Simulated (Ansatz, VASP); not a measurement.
# Two plane-wave programs on Na3OsRu

Contents of INCAR:

```
SYSTEM = Na3OsRu
PREC     = Accurate       ! precision mode
ENCUT    = 600            ! plane-wave cutoff, eV
EDIFF    = 1E-6           ! SCF threshold, eV
ISMEAR   = 0              ! smearing method
SIGMA    = 0.1            ! smearing width, eV
LREAL    = .False.        ! projectors in reciprocal space
LASPH    = .True.         ! aspherical terms in the spheres
NELM     = 100            ! most SCF steps
ALGO     = Normal         ! electronic algorithm
ISIF     = 3              ! what is computed and relaxed
LWAVE    = .False.        ! write WAVECAR
LCHARG   = .False.        ! write CHGCAR
GGA      = PE             ! functional
IBRION   = 2              ! ionic algorithm
NSW      = 90             ! ionic steps
EDIFFG   = -0.04          ! ionic threshold
```

KPOINTS

```
regular mesh
0
Gamma
  6 6 4
  0 0 0
```

POSCAR

```
Na3OsRu
1.0
    5.1527161600      0.0000000000      0.0000000000
   -2.5763580800      4.4623830900      0.0000000000
    0.0000000000      0.0000000000      4.1710848300
Na Ru Os
3 1 1
Direct
    0.5000000000      0.0000000000      0.5000000000
    0.0000000000      0.5000000000      0.5000000000
    0.5000000000      0.5000000000      0.5000000000
    0.0000000000      0.0000000000      0.0000000000
    0.0000000000      0.0000000000      0.5000000000
```

Input for Ansatz:

```yaml
crystal:
  lattice:
    - [5.15271616, 0.0, 0.0]
    - [-2.57635808, 4.46238309, 0.0]
    - [0.0, 0.0, 4.17108483]
  atoms:
    - { symbol: Na, position: [0.5, 0.0, 0.5] }
    - { symbol: Na, position: [0.0, 0.5, 0.5] }
    - { symbol: Na, position: [0.5, 0.5, 0.5] }
    - { symbol: Ru, position: [0.0, 0.0, 0.0] }
    - { symbol: Os, position: [0.0, 0.0, 0.5] }
basis:
  ecutwfc: 420
kpoints:
  mp_grid: { grid: [6, 6, 4] }
hamiltonian:
  xc: pbe
scf:
  occupations: { method: gaussian, width: 0.1 }
  lower_state_search: "off"
output:
  forces: true
  stress: true
  eigenvalues: true
relax:
  adjacent_minimum: "off"
  f_tol: 0.04
  max_steps: 70
  cell: { stress_tol: 0.4 }
```

Alike in both runs: task relaxation of cell and atoms; functional PBE; k mesh 6 × 6 × 4; occupations gaussian, width 0.1 eV; no spin polarisation.

|  | VASP | Ansatz |
| --- | --- | --- |
| version | VASP 6.6.1 | Ansatz 0.2.0 |
| potentials or method | VASP PAW PBE potentials, release 64 (Na_pv, Ru_pv, Os), cutoff 600 eV | scalar-relativistic, plane waves, PAW |
| valence electrons in the cell | 43 | 59 |

```tsv
	VASP	Ansatz	Ansatz less VASP
gap on the k mesh at the Fermi level, each at its own relaxed structure (eV)	none	none	-
relaxed volume (Å³/atom)	29.74	29.84	+0.108
relaxed cell length with the largest relative difference (Å)	6.147	6.162	+0.0152
```

A gap of «none» marks a metal or a gap that the smearing closes. VASP's potentials hold 43 valence electrons a cell and Ansatz's 59, so a difference there can come from the potentials and not from the codes.

The k mesh is coarse, so the values compare programs but aren't converged. Spin-orbit coupling is off throughout. Noted on VASP's run: the volume moved by over 15 % at a fixed basis, so the end points are rough.
